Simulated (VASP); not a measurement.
Input of a VASP 6.6.1 run:

File INCAR:

```
  ALGO = Normal
  EDIFF = 1E-6
  ENCUT = 520
  GGA = PE
  ISIF = 2
  ISMEAR = -1
  LASPH = T
  LCHARG = F
  LREAL = F
  LWAVE = F
  NBANDS = 16
  NELM = 100
  PREC = Accurate
  SIGMA = 0.08
```

File KPOINTS:

```
k-points
0
Gamma
  12 12 12
```

File POSCAR:

```
HgTe
1.0
    0.0000000000      2.9215000000      2.9215000000
    2.9215000000      0.0000000000      2.9215000000
    2.9215000000      2.9215000000      0.0000000000
Hg Te
1 1
Direct
    0.0000000000      0.0000000000      0.0000000000
    0.5000000000      0.5000000000      0.5000000000
```

Potentials or basis: VASP PAW PBE potentials, release 64 (Hg, Te).

Command:

```sh
$ cat potpaw_PBE.64/Hg/POTCAR potpaw_PBE.64/Te/POTCAR > POTCAR
$ mpirun -np 1 vasp_std > vasp.out
```

Q: What does it give for the band gap on the k mesh?

A: Zero (bands 9 and 10 overlap by 3.24 eV).

Q: Estimate the pressure.

A: 10.7 GPa.

Caveat: the cell stands under pressure; spin-orbit coupling is left out, which moves the levels of the heavy elements.
